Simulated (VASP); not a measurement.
Wanted: the native input for a VASP 6.6.1 run.

```yaml
Task: relaxation of cell and atoms
Functional: LDA
Potentials_or_basis: VASP PAW LDA potentials, release 64 (Zn, Se)
Cutoff: 600 eV
k_mesh: 8 × 8 × 8
Occupations: gaussian, width 0.01 eV
Spin: no spin polarisation
Target_pressure: 12 GPa
Dipole_correction: no
Further_INCAR_settings: ALGO = Normal; EDIFF = 1e-06; IBRION = 2; EDIFFG = -0.001; NSW = 80; ISIF = 3
```

The structure of ZnSe lies in POSCAR:

```
ZnSe
1.0
    0.0000000000      2.7837680051      2.7837680051
    2.7837680051      0.0000000000      2.7837680051
    2.7837680051      2.7837680051      0.0000000000
Zn Se
1 1
Direct
    0.0000000000      0.0000000000      0.0000000000
    0.7500000000      0.7500000000      0.7500000000
```

These files were run (other wordings do the same):

INCAR

```
SYSTEM = ZnSe
PREC = Accurate ; ENCUT = 600
EDIFF = 1E-6 ; ISMEAR = 0
SIGMA = 0.01 ; LREAL = .FALSE.
LASPH = .TRUE. ; NELM = 80
ALGO = Normal ; ISIF = 3
LWAVE = .FALSE. ; LCHARG = .FALSE.
GGA = CA ; IBRION = 2
NSW = 80 ; EDIFFG = -0.001
PSTRESS = 120.0
```

KPOINTS

```
Automatic mesh
0
G
  8 8 8
  0 0 0
```

Potentials or basis: VASP PAW LDA potentials, release 64 (Zn, Se).

Run with:

```console
$ cat potpaw_LDA.64/Zn/POTCAR potpaw_LDA.64/Se/POTCAR > POTCAR
$ mpirun -np 1 vasp_std > vasp.out
```

Results of the run:

| Quantity | Value |
| --- | --- |
| Relaxed volume | 19.11 Å³/atom |
| Relaxed cell | a = 3.781 Å, b = 3.781 Å, c = 3.781 Å, α = 60.00°, β = 60.00°, γ = 60.00° |
| Space group after relaxing (to 0.05 Å) | F-43m (No. 216) |
| Energy change on relaxing (the enthalpy is what falls) | +85.4 meV/atom |
| Ionic steps | 9 |
| Pressure after relaxing | 12.0 GPa |
| Band gap on the k mesh | 1.83 eV, direct |

Caveat: the cell is relaxed towards a set pressure, so the enthalpy falls and the energy may rise.

It took 57 s on 1 thread of Intel(R) Xeon(R) Platinum 8488C (Sapphire Rapids), with other jobs on the host, peak memory 0.17 GiB.
